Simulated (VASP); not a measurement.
# Al (I4/mmm) in VASP: further runs, part 2 of 2

VASP 6.6.1. The steps go on from the part before.

## (4) Single point, r2SCAN (strain +0.030 along x and y, -0.015 along z)

POSCAR

```
Al
1.0
   -1.6389552507      1.6389552507      1.5673504096
    1.6389552507     -1.6389552507      1.5673504096
    1.6389552507      1.6389552507     -1.5673504096
Al
1
Direct
    0.0000000000      0.0000000000      0.0000000000
```

INCAR.step1

```
PREC = Accurate
ENCUT = 520
ISMEAR = 0
SIGMA = 0.15
LREAL = F
LASPH = T
NELM = 60
NBANDS = 8
GGA = PE
ALGO = Normal
EDIFF = 1E-4
LWAVE = T
LCHARG = F
```

INCAR.step2

```
PREC = Accurate
ENCUT = 520
EDIFF = 1E-6
ISMEAR = 0
SIGMA = 0.15
LREAL = F
LASPH = T
NELM = 60
ALGO = Normal
ISIF = 2
LWAVE = F
LCHARG = F
METAGGA = R2SCAN
LMIXTAU = T
NBANDS = 8
ISTART = 1
```

KPOINTS

```
regular mesh
0
Gamma
  20 20 20
```

Potentials or basis: VASP PAW PBE potentials, release 64 (Al).

The run is started by

```bash
> cat potpaw_PBE.64/Al/POTCAR > POTCAR
> cp INCAR.step1 INCAR
> mpirun -np 1 vasp_std > vasp.out
> cp INCAR.step2 INCAR
> mpirun -np 1 vasp_std > vasp.out
```

OUTCAR:

```text
PREC = Accurate
   ENCUT = 520
   EDIFF = 1E-6
   ISMEAR = 0
   LREAL = F
   LASPH = T
   NELM = 60
   ISIF = 2
   METAGGA = R2SCAN
   ISTART = 1

 ion  position               nearest neighbor table
   1  0.000  0.000  0.000-

  LATTYP: Found a body centered tetragonal cell.
 ALAT       =     3.2779105014
 C/A-ratio  =     0.9563106796

  Lattice vectors:

 A1 = (  -1.6389552507,   1.6389552507,   1.5673504096)
 A2 = (   1.6389552507,  -1.6389552507,   1.5673504096)
 A3 = (   1.6389552507,   1.6389552507,  -1.5673504096)

Analysis of symmetry for initial positions (statically):
=====================================================================
 Subroutine PRICEL returns:
 Original cell was already a primitive cell.

 Routine SETGRP: Setting up the symmetry group for a
 body centered tetragonal supercell.

 Subroutine GETGRP returns: Found 16 space group operations
 (whereof 16 operations were pure point group operations)
 out of a pool of 16 trial point group operations.

The static configuration has the point symmetry D_4h.

Analysis of symmetry for dynamics (positions and initial velocities):
=====================================================================
 Subroutine PRICEL returns:
 Original cell was already a primitive cell.

 Routine SETGRP: Setting up the symmetry group for a
 body centered tetragonal supercell.

 Subroutine GETGRP returns: Found 16 space group operations
 (whereof 16 operations were pure point group operations)
 out of a pool of 16 trial point group operations.

The dynamic configuration has the point symmetry D_4h.

 Subroutine INISYM returns: Found 16 space group operations
 (whereof 16 operations are pure point group operations),
 and found     1 'primitive' translations

----------------------------------------------------------------------------------------

                                     Primitive cell

  volume of cell :      16.8407

  direct lattice vectors                    reciprocal lattice vectors
    -1.638955251  1.638955251  1.567350410     0.000000000  0.305072393  0.319009710
     1.638955251 -1.638955251  1.567350410     0.305072393  0.000000000  0.319009710
     1.638955251  1.638955251 -1.567350410     0.305072393  0.305072393  0.000000000

  length of vectors
     2.798023576  2.798023576  2.798023576     0.441402719  0.441402719  0.431437515

  position of ions in fractional coordinates (direct lattice)
     0.000000000  0.000000000  0.000000000

  ion indices of the primitive-cell ions
   primitive index   ion index
                 1           1

----------------------------------------------------------------------------------------

 KPOINTS: regular mesh

Automatic generation of k-mesh.
 Grid dimensions read from file:
 generate k-points for:   20   20   20

 Generating k-lattice:

  Cartesian coordinates                     Fractional coordinates (reciprocal lattice)
     0.000000000  0.015253620  0.015950486     0.050000000  0.000000000 -0.000000000
     0.015253620  0.000000000  0.015950486     0.000000000  0.050000000 -0.000000000
     0.015253620  0.015253620  0.000000000     0.000000000  0.000000000  0.050000000

  Length of vectors
     0.022070136  0.022070136  0.021571876

  Shift w.r.t. Gamma in fractional coordinates (k-lattice)
     0.000000000  0.000000000  0.000000000

 Subroutine IBZKPT returns following result:
 ===========================================

 Found    641 irreducible k-points:

 Following reciprocal coordinates:
            Coordinates               Weight
  0.000000  0.000000  0.000000      1.000000
  0.050000  0.000000 -0.000000      8.000000
  0.100000  0.000000  0.000000      8.000000
  0.150000 -0.000000  0.000000      8.000000
  0.200000  0.000000  0.000000      8.000000
  0.250000 -0.000000  0.000000      8.000000
[... 16 lines left out ...]
 -0.400000  0.050000 -0.000000     16.000000
 -0.350000  0.050000  0.000000     16.000000
 [... further k-points ...]
   k-points           NKPTS =    641   k-points in BZ     NKDIM =    641   number of bands    NBANDS=      8
   number of dos      NEDOS =    301   number of ions     NIONS =      1
   total plane-waves  NPLWV =  13824
   dimension x,y,z NGX =    24 NGY =   24 NGZ =   24
   dimension x,y,z NGXF=    48 NGYF=   48 NGZF=   48
   ions per type =               1
   NGX,Y,Z   is equivalent  to a cutoff of  14.26, 14.26, 14.26 a.u.
   NGXF,Y,Z  is equivalent  to a cutoff of  28.52, 28.52, 28.52 a.u.
 SYSTEM =  unknown system
   PREC   = accura    normal or accurate (medium, high low for compatibility)
   ISTART =      1    job   : 0-new  1-cont  2-samecut
   ICHARG =      0    charge: 1-file 2-atom 10-const
   ISPIN  =      1    spin polarized calculation?
   LNONCOLLINEAR =      F non collinear calculations
   LSORBIT =      F    spin-orbit coupling
   LASPH  =      T    aspherical Exc in radial PAW
   ENCUT  =  520.0 eV  38.22 Ry    6.18 a.u.   5.20  5.20  5.20*2*pi/ulx,y,z
   NELM   =     60;   NELMIN=  2; NELMDL=  0     # of ELM steps
   EDIFF  = 0.1E-05   stopping-criterion for ELM
   LREAL  =      F    real-space projection
   EDIFFG = 0.1E-04   stopping-criterion for IOM
   NSW    =      0    number of steps for IOM
   IBRION =     -1    ionic relax: 0-MD 1-quasi-New 2-CG
   NFREE  =      0    steps in history (QN), initial steepest desc. (CG)
   ISIF   =      2    stress and relaxation
   ISYM   =      2    0-nonsym 1-usesym 2-fastsym
   POTIM  = 0.5000    time-step for ionic-motion
   TEBEG  =    0.0;   TEEND  =   0.0 temperature during run
   PSTRESS=    0.0 pullay stress
   NELECT =       3.0000    total number of electrons
   NUPDOWN=      -1.0000    fix difference up-down
   EMIN   =  10.00;   EMAX   =-10.00  energy-range for DOS
   EFERMI =   0.00;   METHOD = LEGACY
   ISMEAR =     0;   SIGMA  =   0.15  broadening in eV -4-tet -1-fermi 0-gaus
   EFERMI_NEDOS =   21; number of points for ismear=-14 and -15
   IALGO  =     38    algorithm
   IMIX   =      4    mixing-type and parameters
     AMIX     =   0.40;   BMIX     =  1.00
     AMIX_MAG =   1.60;   BMIX_MAG =  1.00
  volume/ion in A,a.u.               =      16.84       113.65
  Fermi-wavevector in a.u.,A,eV,Ry     =   0.921146  1.740714 11.544680  0.848510
  Thomas-Fermi vector in A             =   2.046530
   LORBIT       =      0    0 simple, 1 ext, 2 COOP (PROOUT), +10 PAW based schemes
   METAGGA = R2SCAN    functional components
   LHFCALC =     F    Hartree Fock is set to
   AEXX    =    0.0000 exact exchange contribution
   IVDW    =     0    specifies the selected vdW correction
   LEPSILON=     F    determine dielectric tensor
   LRPA    =     F    only Hartree local field effects (RPA)
 non-spin polarized calculation
 Gauss-broadening in eV      SIGMA  =   0.15
  energy-cutoff  :      520.00
  volume of cell :       16.84
 maximum number of plane-waves:       470
 NGX is ok and might be reduce to    24
   NGX = 11   NGY = 11   NGZ = 11

 number of electron       3.0000000 magnetization

 Free energy of the ion-electron system (eV)
  ---------------------------------------------------
  ext. energy  EPLUGINS =         0.00000000
  ---------------------------------------------------
  free energy    TOTEN  =        -6.62165919 eV

  energy without entropy =       -6.61729634  energy(sigma->0) =       -6.61947776

 E-fermi :   7.8201     XC(G=0): -10.8484

 val. band max:        7.8093698698   @ k =  -0.1000  -0.3500   0.0500
 cond. band min:       7.8283252051   @ k =  -0.4000   0.0500  -0.0000
 fundamental gap:      0.0189553353
 Fermi energy:         7.8200634030

 k-point     1 :       0.0000    0.0000    0.0000
  band No.  band energies     occupation
      1      -3.8975      2.00000
      2      21.0120      0.00000
      3      22.1330      0.00000
      4      22.1330      0.00000
      5      23.1475      0.00000
      6      23.1475      0.00000
      7      23.7772      0.00000
      8      24.2408      0.00000
[... 243 lines left out ...]
 k-point    24 :      -0.3500    0.0500    0.0000
  band No.  band energies     occupation
      1      -0.6532      2.00000
      2       9.6841      0.00000
      3      15.5680      0.00000
      4      17.3393      0.00000
      5      19.1513      0.00000
      6      21.3683      0.00000
      7      27.3767      0.00000
      8      28.5026      0.00000

 [... further k-points ...]

------------------------ aborting loop because EDIFF is reached ----------------------------------------

  FORCE on cell =-STRESS in cart. coord.  units (eV):
  Direction    XX          YY          ZZ          XY          YZ          ZX
  --------------------------------------------------------------------------------------
  -------------------------------------------------------------------------------------
  Total       -0.2813142     -0.2813142     -0.4624857      0.0000000      0.0000000      0.0000000
  in kB      -26.7634392    -26.7634392    -43.9995891      0.0000000      0.0000000      0.0000000
  external PRESSURE =     -32.5088225 kB  Pullay stress =       0.0000000 kB

 VOLUME and BASIS-vectors are now :
 -----------------------------------------------------------------------------
  energy-cutoff  :      520.00
  volume of cell :       16.84
      direct lattice vectors                 reciprocal lattice vectors
    -1.638955251  1.638955251  1.567350410     0.000000000  0.305072393  0.319009710
     1.638955251 -1.638955251  1.567350410     0.305072393  0.000000000  0.319009710
     1.638955251  1.638955251 -1.567350410     0.305072393  0.305072393  0.000000000

 POSITION                                       TOTAL-FORCE (eV/Angst)
 -----------------------------------------------------------------------------------
      0.00000      0.00000      0.00000        -0.000000      0.000000      0.000000
 -----------------------------------------------------------------------------------
    total drift:                               -0.000000     -0.000000     -0.000000

  FREE ENERGIE OF THE ION-ELECTRON SYSTEM (eV)
  ---------------------------------------------------
  free  energy   TOTEN  =        -6.6216591894 eV

  energy  without entropy=       -6.6172963403  energy(sigma->0) =       -6.61947776
```

Run time: 1.9 min. Hardware: 1 thread of Intel Xeon Platinum 8488C (Sapphire Rapids), shared host; peak memory 0.2 GiB.

Results:

- Free energy: -6.6217 eV
- Pressure: -3.3 GPa

Caveat: the cell differs from its parent crystal (strain +0.030 along x and y, -0.015 along z); the PAW data sets were made with another functional, which shifts forces and pressure a little.

## (5) Summary

```csv
cell,gap on the mesh (eV),pressure (GPa)
"a = 2.785 Å, angles 107.9, 107.9, 112.7°, 1 atom",none,-2.1
"a = 2.784 Å, angles 110.3, 110.3, 107.9°, 1 atom",none,-2.2
"a = 2.798 Å, angles 108.3, 108.3, 111.9°, 1 atom",none,-3.3
```

Alike in all rows: task single point; level r2SCAN; potentials or basis VASP PAW PBE potentials, release 64 (Al); no spin polarisation; k mesh 20 × 20 × 20; cutoff (eV) 520; smearing gaussian 0.15 eV.

Caveats: the PAW data sets were made with another functional, which shifts forces and pressure a little.

Absolute energies hang on the potentials; compare differences alone.
